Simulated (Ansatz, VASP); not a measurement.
# One calculation of SiC, two programs

Contents of INCAR:

```
SYSTEM = SiC
PREC = Accurate
ENCUT = 520
EDIFF = 1E-6
ISMEAR = 0
SIGMA = 0.05
LREAL = .False.
LASPH = .True.
NELM = 80
ALGO = Normal
ISIF = 2
LWAVE = .False.
LCHARG = .True.
GGA = PE
LELF = .True.
LVHAR = .True.
NBANDS = 16
```

Contents of KPOINTS:

```
Automatic mesh
0
Gamma
  12 12 6
  0 0 0
```

File POSCAR:

```
SiC
1.0
    3.1791678455      0.0000000000      0.0000000000
   -1.5895839227      2.7532401171      0.0000000000
    0.0000000000      0.0000000000      4.7995896963
Si C
2 2
Direct
    0.3333333333      0.6666666667      0.0045639005
    0.6666666667      0.3333333333      0.5045639005
    0.3333333333      0.6666666667      0.3655166051
    0.6666666667      0.3333333333      0.8655166051
```

Input for Ansatz:

```yaml
crystal:
  lattice:
    - [3.1791678455, 0.0, 0.0]
    - [-1.5895839227, 2.7532401171, 0.0]
    - [0.0, 0.0, 4.7995896963]
  atoms:
    - { symbol: Si, position: [0.3333333333, 0.6666666667, 0.0045639005] }
    - { symbol: Si, position: [0.6666666667, 0.3333333333, 0.5045639005] }
    - { symbol: C, position: [0.3333333333, 0.6666666667, 0.3655166051] }
    - { symbol: C, position: [0.6666666667, 0.3333333333, 0.8655166051] }
basis:
  ecutwfc: 520.0
kpoints:
  mp_grid: { grid: [12, 12, 6] }
hamiltonian:
  xc: pbe
  pseudopotentials: { kind: paw, azcp: { folder: soft_1 } }
scf:
  occupations: { method: gaussian, width: 0.05 }
output:
  forces: true
  stress: true
  eigenvalues: true
```

Alike in both runs: task single point; functional PBE; k mesh 12 × 12 × 6; occupations gaussian, width 0.05 eV; no spin polarisation.

```csv
,VASP,Ansatz
version,VASP 6.6.1,Ansatz 0.2.0
potentials or method,"VASP PAW PBE potentials, release 64 (Si, C), cutoff 520 eV","scalar-relativistic, plane waves, PAW"
valence electrons in the cell,16,16
```

VASP gave:

```
gap on the k mesh at the Fermi level (eV)                     : 2.16
least direct gap on the mesh (eV)                             : 3.04
pressure (GPa)                                                : 5.4
traceless stress, the component that is largest in VASP (GPa) : 43.14
rms of the force components (eV/Å)                            : 1.825
```

Problem. What did Ansatz give for the same quantities?

Solution. gap on the k mesh at the Fermi level (eV): 2.16; least direct gap on the mesh (eV): 3.05; pressure (GPa): 5.5; traceless stress, the component that is largest in VASP (GPa): 43.05; rms of the force components (eV/Å): 1.827.

Atom by atom the forces differ by 0.002 eV/Å (rms over components).
